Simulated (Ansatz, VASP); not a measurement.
**Tl: VASP beside Ansatz**

```
Tl
1.0
     3.40140    0.00000    0.00000
    -1.70070    2.94570    0.00000
     0.00000    0.00000    5.44300
Tl
2
Cartesian
  0.0000 1.9638 1.3608
  1.7007 0.9819 4.0823
```

Alike in both runs: task single point; functional LDA; k mesh 11 × 11 × 6; no spin polarisation.

|  | VASP | Ansatz |
| --- | --- | --- |
| version | VASP 6.6.1 | Ansatz 0.2.0 |
| potentials or method | VASP PAW LDA potentials, release 64 (Tl_d), cutoff 520 eV | plane waves (420 eV) with PAW, scalar-relativistic |
| occupations | methfessel-paxton of order 1, width 0.03 eV | cold, width 0.03 eV |
| valence electrons in the cell | 26 | 26 |

```tsv
	VASP	Ansatz	Ansatz less VASP
pressure (GPa)	0.0	0.0	-0.09
traceless stress, the component that is largest in VASP (GPa)	0.73	0.67	-0.055
```

Ansatz warns that its potentials were made for another functional, while VASP's fit it. LDA's correlation is that of Perdew and Zunger in VASP and of Perdew and Wang (1992) in Ansatz.

Neither program's run includes spin-orbit coupling.
